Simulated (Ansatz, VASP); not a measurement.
AgI in VASP and in Ansatz

```xyz
4
Lattice="4.6509 0.0000 0.0000 -2.3254 4.0278 0.0000 0.0000 0.0000 7.5233" Properties=species:S:1:pos:R:3 pbc="T T T"
Ag    0.0000    2.6852   -0.0107
Ag    2.3254    1.3426    3.7510
I     0.0000    2.6852    2.8319
I     2.3254    1.3426    6.5936
```

Change from the starting cell: uniaxial_z strain -1.0%.

Alike in both runs: task single point; functional HSE06; k mesh 6 × 6 × 2; no spin polarisation.

|  | VASP | Ansatz |
| --- | --- | --- |
| version | VASP 6.6.1 | Ansatz 0.2.0 |
| potentials or method | VASP PAW PBE potentials, release 64 (Ag, I) | plane waves, PAW |
| plane-wave cutoff (eV) | 400 | 420 |
| occupations | gaussian, width 0.01 eV | fixed |
| valence electrons in the cell | 36 | 72 |

Ansatz gave:

- gap on the k mesh at the Fermi level (eV): 2.54
- pressure (GPa): 0.8
- traceless stress, the component that is largest in VASP (GPa): 0.11

Which values does VASP return?

gap on the k mesh at the Fermi level (eV): 2.51; pressure (GPa): 0.6; traceless stress, the component that is largest in VASP (GPa): 0.11.

VASP's potentials hold 36 valence electrons a cell and Ansatz's 72, so a difference there can come from the potentials and not from the codes. Ansatz's warnings: stress exchange threshold loose, stress scf threshold loose.

Spin-orbit coupling is off throughout.
